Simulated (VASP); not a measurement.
# TaN (Pmm2) in VASP: single point with PBEsol

Aim: the single point of TaN with PBEsol.

Program: VASP 6.6.1. These are calculated values, not measurements. Logs are shortened: lines on timing, memory, paths and dates and some standing lists are left out, and cuts for length are marked.

### Step 1. The cell of the first run

It takes space group Pmm2 (No. 25, orthorhombic). Conventional cell: a = 2.870 Å, b = 2.924 Å, c = 11.129 Å, α = 90.00°, β = 90.00°, γ = 90.00°. Ta (site symmetry mm2) has 6 N at 2.22 to 3.05 Å and 6 Ta at 2.87 to 2.92 Å within 3.1 Å. Ta (site symmetry mm2) has 6 N at 2.22 Å and 6 Ta at 2.87 to 2.92 Å within 3.0 Å. Within 3.0 Å of Ta (site symmetry mm2) lie 6 N at 2.22 Å and 8 Ta at 2.87 to 2.92 Å. Within 3.0 Å of Ta (site symmetry mm2) lie 6 N at 2.22 Å and 8 Ta at 2.87 to 2.92 Å. N (site symmetry mm2) has 6 Ta at 2.22 to 3.05 Å and 6 N at 2.87 to 2.92 Å within 3.1 Å. N (site symmetry mm2) has 6 Ta at 2.22 Å and 8 N at 2.87 to 2.92 Å within 3.0 Å. Within 3.0 Å of N (site symmetry mm2) lie 6 Ta at 2.22 Å and 8 N at 2.87 to 2.92 Å. N (site symmetry mm2) has 6 Ta at 2.22 Å and 6 N at 2.87 to 2.92 Å within 3.0 Å.

### Step 2. Single point, PBEsol

File INCAR:

```
SYSTEM = TaN
PREC     = Accurate       ! precision mode
ENCUT    = 520            ! plane-wave cutoff, eV
EDIFF    = 1E-6           ! SCF threshold, eV
ISMEAR   = 0              ! smearing method
SIGMA    = 0.15           ! smearing width, eV
LREAL    = .FALSE.        ! projectors in reciprocal space
LASPH    = .TRUE.         ! aspherical terms in the spheres
NELM     = 100            ! most SCF steps
ALGO     = Normal         ! electronic algorithm
ISIF     = 2              ! what is computed and relaxed
LWAVE    = .FALSE.        ! write WAVECAR
LCHARG   = .FALSE.        ! write CHGCAR
GGA      = PS             ! functional
NBANDS   = 42             ! bands
```

File KPOINTS:

```
regular mesh
0
G
  15 15 5
  0 0 0
```

File POSCAR:

```
TaN
1.0
    1.4619341542     -2.5321442324      0.0000000000
    0.0000000000      0.0000000000     -2.8704762697
    9.6376303292      5.5642884649      0.0000000000
Ta N
4 4
Direct
    0.5000000000      0.5000000000      0.8343113158
    0.0000000000      0.5000000000      0.1517053775
    0.5000000000      0.5000000000      0.3792406903
    0.0000000000      0.5000000000      0.6067760031
    0.5000000000      0.0000000000      0.0758602733
    0.0000000000      0.0000000000      0.3033955861
    0.5000000000      0.0000000000      0.5309308988
    0.0000000000      0.0000000000      0.7584662116
```

Potentials or basis: VASP PAW PBE potentials, release 64 (Ta_pv, N).

Run with:

```sh
> cat potpaw_PBE.64/Ta_pv/POTCAR potpaw_PBE.64/N/POTCAR > POTCAR
> mpirun -np 1 vasp_std > vasp.out
```

OUTCAR:

```text
SYSTEM = TaN
   PREC = Accurate
   ENCUT = 520
   EDIFF = 1E-6
   ISMEAR = 0
   LREAL = .FALSE.
   LASPH = .TRUE.
   NELM = 100
   ISIF = 2
   GGA = PS

 ion  position               nearest neighbor table
   1  0.500  0.500  0.834-   8 2.22   8 2.22   8 2.22   8 2.22   4 2.92   4 2.92
   2  0.000  0.500  0.152-   5 2.22   5 2.22   5 2.22   5 2.22   6 2.22   6 2.22   3 2.92   3 2.92

   3  0.500  0.500  0.379-   6 2.22   6 2.22   6 2.22   6 2.22   7 2.22   7 2.22   2 2.92   4 2.92
                             2 2.92   4 2.92
   4  0.000  0.500  0.607-   8 2.22   8 2.22   7 2.22   7 2.22   7 2.22   7 2.22   1 2.92   1 2.92
                             3 2.92   3 2.92
   5  0.500  0.000  0.076-   2 2.22   2 2.22   2 2.22   2 2.22
   6  0.000  0.000  0.303-   3 2.22   3 2.22   3 2.22   3 2.22   2 2.22   2 2.22
   7  0.500  0.000  0.531-   3 2.22   3 2.22   4 2.22   4 2.22   4 2.22   4 2.22
   8  0.000  0.000  0.758-   1 2.22   1 2.22   1 2.22   1 2.22   4 2.22   4 2.22

  LATTYP: Found a simple orthorhombic cell.
 ALAT       =     2.8704762697
 B/A-ratio  =     1.0186004111
 C/A-ratio  =     3.8769095733

  Lattice vectors:

 A1 = (   0.0000000000,   0.0000000000,   2.8704762697)
 A2 = (   1.4619341542,  -2.5321442324,   0.0000000000)
 A3 = (   9.6376303292,   5.5642884649,   0.0000000000)

Analysis of symmetry for initial positions (statically):
=====================================================================
 Subroutine PRICEL returns:
 Original cell was already a primitive cell.

 Routine SETGRP: Setting up the symmetry group for a
 simple orthorhombic supercell.

 Subroutine GETGRP returns: Found  4 space group operations
 (whereof  4 operations were pure point group operations)
 out of a pool of  8 trial point group operations.

The static configuration has the point symmetry C_2v.

Analysis of symmetry for dynamics (positions and initial velocities):
=====================================================================
 Subroutine PRICEL returns:
 Original cell was already a primitive cell.

 Routine SETGRP: Setting up the symmetry group for a
 simple orthorhombic supercell.

 Subroutine GETGRP returns: Found  4 space group operations
 (whereof  4 operations were pure point group operations)
 out of a pool of  8 trial point group operations.

The dynamic configuration has the point symmetry C_2v.

 Subroutine INISYM returns: Found  4 space group operations
 (whereof  4 operations are pure point group operations),
 and found     1 'primitive' translations

----------------------------------------------------------------------------------------

                                     Primitive cell

  volume of cell :      93.4010

  direct lattice vectors                    reciprocal lattice vectors
     1.461934154 -2.532144232  0.000000000     0.171006334 -0.296191659  0.000000000
     0.000000000  0.000000000 -2.870476270     0.000000000  0.000000000 -0.348374244
     9.637630329  5.564288465  0.000000000     0.077819959  0.044929374  0.000000000

  length of vectors
     2.923868308  2.870476270 11.128576930     0.342012668  0.348374244  0.089858749

  position of ions in fractional coordinates (direct lattice)
     0.500000000  0.500000000  0.834311316
     0.000000000  0.500000000  0.151705378
     0.500000000  0.500000000  0.379240690
     0.000000000  0.500000000  0.606776003
     0.500000000  0.000000000  0.075860273
     0.000000000  0.000000000  0.303395586
     0.500000000  0.000000000  0.530930899
     0.000000000  0.000000000  0.758466212

  ion indices of the primitive-cell ions
   primitive index   ion index
                 1           1
                 2           2
                 3           3
                 4           4
                 5           5
                 6           6
                 7           7
                 8           8

----------------------------------------------------------------------------------------

 KPOINTS: regular mesh

Automatic generation of k-mesh.
 Grid dimensions read from file:
 generate k-points for:   15   15    5

 Generating k-lattice:

  Cartesian coordinates                     Fractional coordinates (reciprocal lattice)
     0.011400422 -0.019746111  0.000000000     0.066666667  0.000000000  0.000000000
     0.000000000  0.000000000 -0.023224950     0.000000000  0.066666667  0.000000000
     0.015563992  0.008985875  0.000000000     0.000000000  0.000000000  0.200000000

  Length of vectors
     0.022800845  0.023224950  0.017971750

  Shift w.r.t. Gamma in fractional coordinates (k-lattice)
     0.000000000  0.000000000  0.000000000

 Subroutine IBZKPT returns following result:
 ===========================================

 Found    192 irreducible k-points:

 Following reciprocal coordinates:
            Coordinates               Weight
  0.000000  0.000000  0.000000      1.000000
  0.066667  0.000000  0.000000      2.000000
  0.133333  0.000000  0.000000      2.000000
  0.200000  0.000000 -0.000000      2.000000
  0.266667  0.000000  0.000000      2.000000
  0.333333  0.000000  0.000000      2.000000
[... 16 lines left out ...]
  0.400000  0.133333 -0.000000      4.000000
  0.466667  0.133333 -0.000000      4.000000
 [... further k-points ...]
   k-points           NKPTS =    192   k-points in BZ     NKDIM =    192   number of bands    NBANDS=     42
   number of dos      NEDOS =    301   number of ions     NIONS =      8
   total plane-waves  NPLWV =  48384
   dimension x,y,z NGX =    24 NGY =   24 NGZ =   84
   dimension x,y,z NGXF=    48 NGYF=   48 NGZF=  168
   ions per type =               4   4
   NGX,Y,Z   is equivalent  to a cutoff of  13.65, 13.90, 12.55 a.u.
   NGXF,Y,Z  is equivalent  to a cutoff of  27.29, 27.80, 25.10 a.u.
 SYSTEM =  TaN
   PREC   = accura    normal or accurate (medium, high low for compatibility)
   ISTART =      0    job   : 0-new  1-cont  2-samecut
   ICHARG =      2    charge: 1-file 2-atom 10-const
   ISPIN  =      1    spin polarized calculation?
   LNONCOLLINEAR =      F non collinear calculations
   LSORBIT =      F    spin-orbit coupling
   LASPH  =      T    aspherical Exc in radial PAW
   ENCUT  =  520.0 eV  38.22 Ry    6.18 a.u.   5.44  5.34 20.69*2*pi/ulx,y,z
   NELM   =    100;   NELMIN=  2; NELMDL= -5     # of ELM steps
   EDIFF  = 0.1E-05   stopping-criterion for ELM
   LREAL  =      F    real-space projection
   EDIFFG = 0.1E-04   stopping-criterion for IOM
   NSW    =      0    number of steps for IOM
   IBRION =     -1    ionic relax: 0-MD 1-quasi-New 2-CG
   NFREE  =      0    steps in history (QN), initial steepest desc. (CG)
   ISIF   =      2    stress and relaxation
   ISYM   =      2    0-nonsym 1-usesym 2-fastsym
   POTIM  = 0.5000    time-step for ionic-motion
   TEBEG  =    0.0;   TEEND  =   0.0 temperature during run
   PSTRESS=    0.0 pullay stress
   NELECT =      64.0000    total number of electrons
   NUPDOWN=      -1.0000    fix difference up-down
   EMIN   =  10.00;   EMAX   =-10.00  energy-range for DOS
   EFERMI =   0.00;   METHOD = LEGACY
   ISMEAR =     0;   SIGMA  =   0.15  broadening in eV -4-tet -1-fermi 0-gaus
   EFERMI_NEDOS =   21; number of points for ismear=-14 and -15
   IALGO  =     38    algorithm
   IMIX   =      4    mixing-type and parameters
     AMIX     =   0.40;   BMIX     =  1.00
     AMIX_MAG =   1.60;   BMIX_MAG =  1.00
  volume/ion in A,a.u.               =      11.68        78.79
  Fermi-wavevector in a.u.,A,eV,Ry     =   1.443281  2.727406 28.341769  2.083061
  Thomas-Fermi vector in A             =   2.561707
   LORBIT       =      0    0 simple, 1 ext, 2 COOP (PROOUT), +10 PAW based schemes
   GGA     = PS    functional components
   LHFCALC =     F    Hartree Fock is set to
   AEXX    =    0.0000 exact exchange contribution
   IVDW    =     0    specifies the selected vdW correction
   LEPSILON=     F    determine dielectric tensor
   LRPA    =     F    only Hartree local field effects (RPA)
 non-spin polarized calculation
 Gauss-broadening in eV      SIGMA  =   0.15
  energy-cutoff  :      520.00
  volume of cell :       93.40
 maximum number of plane-waves:      2546
 NGX is ok and might be reduce to    24
   NGX = 11   NGY = 11   NGZ = 41

 number of electron      63.9999994 magnetization

 Free energy of the ion-electron system (eV)
  ---------------------------------------------------
  ext. energy  EPLUGINS =         0.00000000
  ---------------------------------------------------
  free energy    TOTEN  =       -92.63275753 eV

  energy without entropy =      -92.60945532  energy(sigma->0) =      -92.62110642

 E-fermi :   7.2868     XC(G=0): -12.9588

 val. band max:        7.2805461025   @ k =   0.0000   0.4667   0.0000
 cond. band min:       7.2915514727   @ k =   0.0000   0.0000   0.0000
 fundamental gap:      0.0110053702
 Fermi energy:         7.2867820395

 k-point     1 :       0.0000    0.0000    0.0000
  band No.  band energies     occupation
      1     -28.3451      2.00000
      2     -28.1271      2.00000
      3     -27.7998      2.00000
      4     -27.6869      2.00000
      5     -27.6058      2.00000
      6     -27.5729      2.00000
[... 34 lines left out ...]
     41      10.9030      0.00000
     42      11.0626      0.00000

 k-point     2 :       0.0667    0.0000    0.0000
  band No.  band energies     occupation
      1     -28.3340      2.00000
      2     -28.1249      2.00000
      3     -27.8124      2.00000
      4     -27.6831      2.00000
      5     -27.6291      2.00000
      6     -27.5698      2.00000
[... 34 lines left out ...]
     41      10.7811      0.00000
     42      11.0480      0.00000

 k-point     3 :       0.1333    0.0000    0.0000
  band No.  band energies     occupation
      1     -28.3026      2.00000
      2     -28.1214      2.00000
      3     -27.8607      2.00000
      4     -27.6871      2.00000
      5     -27.6723      2.00000
      6     -27.6213      2.00000
[... 34 lines left out ...]
     41      10.6999      0.00000
     42      11.0741      0.00000

 k-point     4 :       0.2000    0.0000   -0.0000
  band No.  band energies     occupation
      1     -28.2576      2.00000
      2     -28.1277      2.00000
      3     -27.9562      2.00000
      4     -27.7817      2.00000
      5     -27.7255      2.00000
      6     -27.6564      2.00000
[... 844 lines left out ...]
     41      10.7903      0.00000
     42      10.9825      0.00000

 k-point    23 :       0.4000    0.1333   -0.0000
  band No.  band energies     occupation
      1     -28.3257      2.00000
      2     -28.3035      2.00000
      3     -28.1507      2.00000
      4     -28.0557      2.00000
      5     -27.9114      2.00000
      6     -27.7997      2.00000
[... 34 lines left out ...]
     41      10.9530      0.00000
     42      11.2865      0.00000

 k-point    24 :       0.4667    0.1333   -0.0000
  band No.  band energies     occupation
      1     -28.3779      2.00000
      2     -28.3513      2.00000
      3     -28.1957      2.00000
      4     -28.1070      2.00000
      5     -27.8640      2.00000
      6     -27.8210      2.00000
[... 34 lines left out ...]
     41      11.0671      0.00000
     42      11.7253      0.00000

 [... further k-points ...]

------------------------ aborting loop because EDIFF is reached ----------------------------------------

  FORCE on cell =-STRESS in cart. coord.  units (eV):
  Direction    XX          YY          ZZ          XY          YZ          ZX
  --------------------------------------------------------------------------------------
  -------------------------------------------------------------------------------------
  Total       -7.4251697     -5.4036833     -2.3210854     -1.7506586      0.0000000     -0.0000000
  in kB     -127.3695361    -92.6934549    -39.8153283    -30.0303672      0.0000000     -0.0000000
  external PRESSURE =     -86.6261065 kB  Pullay stress =       0.0000000 kB

 VOLUME and BASIS-vectors are now :
 -----------------------------------------------------------------------------
  energy-cutoff  :      520.00
  volume of cell :       93.40
      direct lattice vectors                 reciprocal lattice vectors
     1.461934154 -2.532144232  0.000000000     0.171006334 -0.296191659  0.000000000
     0.000000000  0.000000000 -2.870476270     0.000000000  0.000000000 -0.348374244
     9.637630329  5.564288465  0.000000000     0.077819959  0.044929374  0.000000000

 POSITION                                       TOTAL-FORCE (eV/Angst)
 -----------------------------------------------------------------------------------
      8.77175      3.37628     -1.43524         1.351606      0.780350      0.000000
      1.46208      0.84413     -1.43524        -2.443911     -1.410993      0.000000
      4.38595      0.84413     -1.43524        -0.085413     -0.049313      0.000000
      5.84788      3.37628     -1.43524         0.335213      0.193535      0.000000
      1.46208     -0.84396      0.00000         0.584031      0.337190      0.000000
      2.92401      1.68818      0.00000        -0.128309     -0.074079      0.000000
      5.84788      1.68818      0.00000         0.069565      0.040164      0.000000
      7.30982      4.22032      0.00000         0.317218      0.183146      0.000000
 -----------------------------------------------------------------------------------
    total drift:                               -0.000402     -0.000232      0.000000

  FREE ENERGIE OF THE ION-ELECTRON SYSTEM (eV)
  ---------------------------------------------------
  free  energy   TOTEN  =       -92.6327575268 eV

  energy  without entropy=      -92.6094553165  energy(sigma->0) =      -92.62110642
```

Run time: 10 min. Hardware: 1 thread of Intel Xeon Platinum 8488C (Sapphire Rapids), shared host; peak memory 0.62 GiB.

What came out:

```yaml
Free_energy: -92.6328 eV
Pressure: -8.7 GPa
Largest_force: 2.822 eV/Å
Band_gap_on_the_k_mesh: zero (bands 32 and 33 overlap by 0.72 eV)
```

Forces on the atoms (eV/Å):
```
Ta   1.352  0.780  0.000
Ta  -2.444 -1.411  0.000
Ta  -0.085 -0.049  0.000
Ta   0.335  0.194  0.000
N    0.584  0.337  0.000
N   -0.128 -0.074  0.000
N    0.070  0.040  0.000
N    0.317  0.183  0.000
```

Levels at points of the mesh, in eV from the Fermi level:
```csv
k point,band 30,band 31,band 32,band 33,band 34,band 35
"(0.00, 0.00, 0.00)",-3.11,-2.45,-2.00,0.00,2.47,2.58
```

Caveat: the cell stands under tension; the PAW data sets were made with another functional, which shifts forces and pressure a little; spin-orbit coupling is left out, which moves the levels of the heavy elements.
